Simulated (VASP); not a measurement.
# Al (P6_3/mmc) in VASP: further runs

The runs below take Al through single point, with PBE+D3(BJ).

Program: VASP 6.6.1. These are calculated values, not measurements. Logs are shortened: lines on timing, memory, paths and dates and some standing lists are left out, and cuts for length are marked.

## 1. The cell of the first run

The structure is hexagonal, space group P6_3/mmc (No. 194). Conventional cell: a = 2.829 Å, b = 2.829 Å, c = 8.711 Å, α = 90.00°, β = 90.00°, γ = 120.00°. Within 3.6 Å of Al (site symmetry -3m) lie 12 Al at 2.72 to 2.83 Å. Al (site symmetry -6m2) has 12 Al at 2.72 to 2.83 Å within 3.6 Å.

## 2. Single point, PBE+D3(BJ) (volume 15.092 Å^3 an atom, c/a of the conventional cell 3.0793)

File INCAR:

```
SYSTEM = Al
PREC = Accurate
ENCUT = 520
EDIFF = 1E-6
ISMEAR = 0
SIGMA = 0.15
LREAL = .False.
LASPH = .True.
NELM = 60
ALGO = Normal
ISIF = 2
LWAVE = .False.
LCHARG = .True.
GGA = PE
IVDW = 12
LELF = .True.
LVHAR = .True.
NBANDS = 14
```

File KPOINTS:

```
regular mesh
0
Gamma
  18 18 6
  0 0 0
```

File POSCAR:

```
Al
1.0
    2.8288378313      0.0000000000      0.0000000000
   -1.4144189157      2.4498454251      0.0000000000
    0.0000000000      0.0000000000      8.7108403340
Al
4
Direct
    0.0000000000      0.0000000000      0.0000000000
    0.3333333333      0.6666666667      0.2500000000
    0.0000000000      0.0000000000      0.5000000000
    0.6666666667      0.3333333333      0.7500000000
```

Potentials or basis: VASP PAW PBE potentials, release 64 (Al).

The run is started by

```console
$ cat potpaw_PBE.64/Al/POTCAR > POTCAR
$ mpirun -np 1 vasp_std > vasp.out
```

OUTCAR:

```text
SYSTEM = Al
   PREC = Accurate
   ENCUT = 520
   EDIFF = 1E-6
   ISMEAR = 0
   LREAL = .False.
   LASPH = .True.
   NELM = 60
   ISIF = 2
   GGA = PE
   IVDW = 12
 IVDW          = 12

 ion  position               nearest neighbor table
   1  0.000  0.000  0.000-   2 2.72   4 2.72   4 2.72   2 2.72   4 2.72   2 2.72
   2  0.333  0.667  0.250-   1 2.72   3 2.72   1 2.72   3 2.72   1 2.72   3 2.72
   3  0.000  0.000  0.500-   2 2.72   4 2.72   4 2.72   2 2.72   4 2.72   2 2.72
   4  0.667  0.333  0.750-   1 2.72   3 2.72   1 2.72   3 2.72   1 2.72   3 2.72

  LATTYP: Found a hexagonal cell.
 ALAT       =     2.8288378313
 C/A-ratio  =     3.0793000000

  Lattice vectors:

 A1 = (   2.8288378313,   0.0000000000,   0.0000000000)
 A2 = (  -1.4144189157,   2.4498454251,   0.0000000000)
 A3 = (   0.0000000000,   0.0000000000,   8.7108403340)

Analysis of symmetry for initial positions (statically):
=====================================================================
 Subroutine PRICEL returns:
 Original cell was already a primitive cell.

 Routine SETGRP: Setting up the symmetry group for a
 hexagonal supercell.

 Subroutine GETGRP returns: Found 24 space group operations
 (whereof 12 operations were pure point group operations)
 out of a pool of 24 trial point group operations.

The static configuration has the point symmetry D_3d.
 The point group associated with its full space group is D_6h.

Analysis of symmetry for dynamics (positions and initial velocities):
=====================================================================
 Subroutine PRICEL returns:
 Original cell was already a primitive cell.

 Routine SETGRP: Setting up the symmetry group for a
 hexagonal supercell.

 Subroutine GETGRP returns: Found 24 space group operations
 (whereof 12 operations were pure point group operations)
 out of a pool of 24 trial point group operations.

The dynamic configuration has the point symmetry D_3d.
 The point group associated with its full space group is D_6h.

 Subroutine INISYM returns: Found 24 space group operations
 (whereof 12 operations are pure point group operations),
 and found     1 'primitive' translations

----------------------------------------------------------------------------------------

                                     Primitive cell

  volume of cell :      60.3680

  direct lattice vectors                    reciprocal lattice vectors
     2.828837831  0.000000000  0.000000000     0.353502060  0.204094509  0.000000000
    -1.414418916  2.449845425  0.000000000     0.000000000  0.408189019  0.000000000
     0.000000000  0.000000000  8.710840334     0.000000000  0.000000000  0.114799487

  length of vectors
     2.828837831  2.828837831  8.710840334     0.408189019  0.408189019  0.114799487

  position of ions in fractional coordinates (direct lattice)
     0.000000000  0.000000000  0.000000000
     0.333333333  0.666666667  0.250000000
     0.000000000  0.000000000  0.500000000
     0.666666667  0.333333333  0.750000000

  ion indices of the primitive-cell ions
   primitive index   ion index
                 1           1
                 2           2
                 3           3
                 4           4

----------------------------------------------------------------------------------------

 KPOINTS: regular mesh

Automatic generation of k-mesh.
 Grid dimensions read from file:
 generate k-points for:   18   18    6

 Generating k-lattice:

  Cartesian coordinates                     Fractional coordinates (reciprocal lattice)
     0.019639003  0.011338584  0.000000000     0.055555556  0.000000000  0.000000000
     0.000000000  0.022677168  0.000000000     0.000000000  0.055555556  0.000000000
     0.000000000  0.000000000  0.019133248     0.000000000  0.000000000  0.166666667

  Length of vectors
     0.022677168  0.022677168  0.019133248

  Shift w.r.t. Gamma in fractional coordinates (k-lattice)
     0.000000000  0.000000000  0.000000000

 Subroutine IBZKPT returns following result:
 ===========================================

 Found    148 irreducible k-points:

 Following reciprocal coordinates:
            Coordinates               Weight
  0.000000  0.000000  0.000000      1.000000
  0.055556 -0.000000  0.000000      6.000000
  0.111111 -0.000000  0.000000      6.000000
  0.166667 -0.000000  0.000000      6.000000
  0.222222 -0.000000  0.000000      6.000000
  0.277778 -0.000000  0.000000      6.000000
[... 16 lines left out ...]
  0.333333  0.111111  0.000000     12.000000
  0.388889  0.111111  0.000000     12.000000
 [... further k-points ...]
   k-points           NKPTS =    148   k-points in BZ     NKDIM =    148   number of bands    NBANDS=     14
   number of dos      NEDOS =    301   number of ions     NIONS =      4
   total plane-waves  NPLWV =  40320
   dimension x,y,z NGX =    24 NGY =   24 NGZ =   70
   dimension x,y,z NGXF=    48 NGYF=   48 NGZF=  140
   ions per type =               4
   NGX,Y,Z   is equivalent  to a cutoff of  14.10, 14.10, 13.36 a.u.
   NGXF,Y,Z  is equivalent  to a cutoff of  28.21, 28.21, 26.72 a.u.
 SYSTEM =  Al
   PREC   = accura    normal or accurate (medium, high low for compatibility)
   ISTART =      0    job   : 0-new  1-cont  2-samecut
   ICHARG =      2    charge: 1-file 2-atom 10-const
   ISPIN  =      1    spin polarized calculation?
   LNONCOLLINEAR =      F non collinear calculations
   LSORBIT =      F    spin-orbit coupling
   LASPH  =      T    aspherical Exc in radial PAW
   ENCUT  =  520.0 eV  38.22 Ry    6.18 a.u.   5.26  5.26 16.20*2*pi/ulx,y,z
   NELM   =     60;   NELMIN=  2; NELMDL= -5     # of ELM steps
   EDIFF  = 0.1E-05   stopping-criterion for ELM
   LREAL  =      F    real-space projection
   EDIFFG = 0.1E-04   stopping-criterion for IOM
   NSW    =      0    number of steps for IOM
   IBRION =     -1    ionic relax: 0-MD 1-quasi-New 2-CG
   NFREE  =      0    steps in history (QN), initial steepest desc. (CG)
   ISIF   =      2    stress and relaxation
   ISYM   =      2    0-nonsym 1-usesym 2-fastsym
   POTIM  = 0.5000    time-step for ionic-motion
   TEBEG  =    0.0;   TEEND  =   0.0 temperature during run
   PSTRESS=    0.0 pullay stress
   NELECT =      12.0000    total number of electrons
   NUPDOWN=      -1.0000    fix difference up-down
   EMIN   =  10.00;   EMAX   =-10.00  energy-range for DOS
   EFERMI =   0.00;   METHOD = LEGACY
   ISMEAR =     0;   SIGMA  =   0.15  broadening in eV -4-tet -1-fermi 0-gaus
   EFERMI_NEDOS =   21; number of points for ismear=-14 and -15
   IALGO  =     38    algorithm
   IMIX   =      4    mixing-type and parameters
     AMIX     =   0.40;   BMIX     =  1.00
     AMIX_MAG =   1.60;   BMIX_MAG =  1.00
  volume/ion in A,a.u.               =      15.09       101.85
  Fermi-wavevector in a.u.,A,eV,Ry     =   0.955432  1.805504 12.420075  0.912850
  Thomas-Fermi vector in A             =   2.084269
   LORBIT       =      0    0 simple, 1 ext, 2 COOP (PROOUT), +10 PAW based schemes
   GGA     = PE    functional components
   LHFCALC =     F    Hartree Fock is set to
   AEXX    =    0.0000 exact exchange contribution
   IVDW    =    12    specifies the selected vdW correction
   LEPSILON=     F    determine dielectric tensor
   LRPA    =     F    only Hartree local field effects (RPA)
 non-spin polarized calculation
 Gauss-broadening in eV      SIGMA  =   0.15
  energy-cutoff  :      520.00
  volume of cell :       60.37
 maximum number of plane-waves:      1642
 NGX is ok and might be reduce to    24
   NGX = 11   NGY = 11   NGZ = 33

 number of electron      12.0000000 magnetization

 Free energy of the ion-electron system (eV)
  ---------------------------------------------------
  ext. energy  EPLUGINS =         0.00000000
  ---------------------------------------------------
  free energy    TOTEN  =       -14.74022455 eV

  energy without entropy =      -14.72317813  energy(sigma->0) =      -14.73170134

 E-fermi :   8.9696     XC(G=0): -10.5229

 val. band max:        8.9671305155   @ k =   0.2778   0.0556   0.0000
 cond. band min:       8.9824388611   @ k =   0.2222   0.2222   0.5000
 fundamental gap:      0.0153083456
 Fermi energy:         8.9695932501

 k-point     1 :       0.0000    0.0000    0.0000
  band No.  band energies     occupation
      1      -2.8062      2.00000
      2      -0.8717      2.00000
      3      -0.8712      2.00000
      4       4.3807      2.00000
      5       5.2180      2.00000
      6      13.7613      0.00000
      7      13.7915      0.00000
      8      19.3771      0.00000
      9      19.3771      0.00000
     10      19.5663      0.00000
     11      19.5663      0.00000
     12      20.5991      0.00000
     13      20.6034      0.00000
     14      20.8070      0.00000

 k-point     2 :       0.0556   -0.0000    0.0000
  band No.  band energies     occupation
      1      -2.7301      2.00000
      2      -0.7968      2.00000
      3      -0.7963      2.00000
      4       4.4501      2.00000
      5       5.2911      2.00000
      6      13.8070      0.00000
      7      13.8469      0.00000
      8      17.7924      0.00000
      9      18.3693      0.00000
     10      19.2904      0.00000
     11      19.3822      0.00000
     12      19.7870      0.00000
     13      19.9152      0.00000
     14      19.9754      0.00000
[... 343 lines left out ...]
      1       1.0904      2.00000
      2       2.9537      2.00000
      3       2.9627      2.00000
      4       6.2320      2.00000
      5       7.7546      2.00000
      6       8.0604      2.00000
      7       8.4429      2.00000
      8       9.2487      0.00850
      9      11.4873      0.00000
     10      12.8373      0.00000
     11      13.3284      0.00000
     12      13.5195      0.00000
     13      14.5850      0.00000
     14      17.4049      0.00000

 k-point    24 :       0.3889    0.1111    0.0000
  band No.  band energies     occupation
      1       2.1918      2.00000
      2       4.0115      2.00000
      3       4.0330      2.00000
      4       4.7878      2.00000
      5       6.6699      2.00000
      6       6.7073      2.00000
      7       9.0955      0.23535
      8       9.9772      0.00000
      9      11.2389      0.00000
     10      11.5742      0.00000
     11      12.8953      0.00000
     12      13.1484      0.00000
     13      13.6371      0.00000
     14      17.7827      0.00000

 [... further k-points ...]

------------------------ aborting loop because EDIFF is reached ----------------------------------------

 Edisp (eV)   -1.47630

 E8    (eV) :    -0.6611

  FORCE on cell =-STRESS in cart. coord.  units (eV):
  Direction    XX          YY          ZZ          XY          YZ          ZX
  --------------------------------------------------------------------------------------
  -------------------------------------------------------------------------------------
  Total       1.11947     1.11947     3.53469    -0.00000     0.00000     0.00000
  in kB      29.71093    29.71093    93.81141    -0.00000     0.00000     0.00000
  external pressure =       51.08 kB  Pullay stress =        0.00 kB

 VOLUME and BASIS-vectors are now :
 -----------------------------------------------------------------------------
  energy-cutoff  :      520.00
  volume of cell :       60.37
      direct lattice vectors                 reciprocal lattice vectors
     2.828837831  0.000000000  0.000000000     0.353502060  0.204094509  0.000000000
    -1.414418916  2.449845425  0.000000000     0.000000000  0.408189019  0.000000000
     0.000000000  0.000000000  8.710840334     0.000000000  0.000000000  0.114799487

 POSITION                                       TOTAL-FORCE (eV/Angst)
 -----------------------------------------------------------------------------------
      0.00000      0.00000      0.00000        -0.000000     -0.000000      0.000000
     -0.00000      1.63323      2.17771        -0.000000      0.000000      0.000000
      0.00000      0.00000      4.35542        -0.000000     -0.000000      0.000000
      1.41442      0.81662      6.53313         0.000000     -0.000000      0.000000
 -----------------------------------------------------------------------------------
    total drift:                               -0.000000      0.000000      0.000000

  FREE ENERGIE OF THE ION-ELECTRON SYSTEM (eV)
  ---------------------------------------------------
  free  energy   TOTEN  =       -16.2165218677 eV

  energy  without entropy=      -16.1994754456  energy(sigma->0) =      -16.20799866
```

Run time: 31 s. Hardware: 1 thread of Intel Xeon 6975P-C (Granite Rapids), shared host; peak memory 0.25 GiB.

What came out:

| Quantity | Value |
| --- | --- |
| Free energy | -16.2165 eV |
| Pressure | 5.1 GPa |
| Band gap on the k mesh | zero (band 6 reaches 13.89 eV, above the bottom of band 7 at 7.17 eV) |
| Dispersion energy per atom | -0.369 eV |

Stress tensor (GPa, compression positive):
```
2.97 0.00 0.00
0.00 2.97 0.00
0.00 0.00 9.38
```

Caveat: pairwise dispersion overbinds metals, which lowers pressure and volume.

(Continued in part 2 of 2.)
